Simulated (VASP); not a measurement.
Set up this calculation in VASP 6.6.1, as the native input.

| Quantity | Value |
| --- | --- |
| Task | single point |
| Functional | PBEsol |
| Potentials or basis | VASP PAW PBE potentials, release 64 (Ag, Cl) |
| Cutoff | 500 eV |
| k mesh | 6 × 6 × 6 |
| Occupations | gaussian, width 0.01 eV |
| Spin | no spin polarisation |
| Dipole correction | no |
| Further INCAR settings | ALGO = Normal; EDIFF = 1e-06; NBANDS = 16 |

The structure of AgCl lies in POSCAR:

```
AgCl
1.0
    0.0000000000      2.7731838142      2.7731838142
    2.7731838142      0.0000000000      2.7731838142
    2.7731838142      2.7731838142      0.0000000000
Ag Cl
1 1
Direct
    0.0000000000      0.0000000000      0.0000000000
    0.5000000000      0.5000000000      0.5000000000
```

One way to write it, as run:

INCAR

```
PREC = Accurate
ENCUT = 500
EDIFF = 1E-6
ISMEAR = 0
SIGMA = 0.01
LREAL = False
LASPH = True
NELM = 120
ALGO = Normal
ISIF = 2
LWAVE = False
LCHARG = False
GGA = PS
NBANDS = 16
GGA_COMPAT = False
```

KPOINTS

```
regular mesh
0
Gamma
  6 6 6
```

Potentials or basis: VASP PAW PBE potentials, release 64 (Ag, Cl).

Run with:

```console
$ cat potpaw_PBE.64/Ag/POTCAR potpaw_PBE.64/Cl/POTCAR > POTCAR
$ mpirun -np 1 vasp_std > vasp.out
```

It gave:

The pressure is -2.7 GPa and the band gap on the k mesh is 0.73 eV, indirect (least direct gap 3.06 eV).

Caveat: the PAW data sets were made with another functional, which shifts forces and pressure a little.

Wall time 20 s on 1 thread of Intel Xeon 8259CL, with other jobs on the host, peak memory 0.17 GiB.
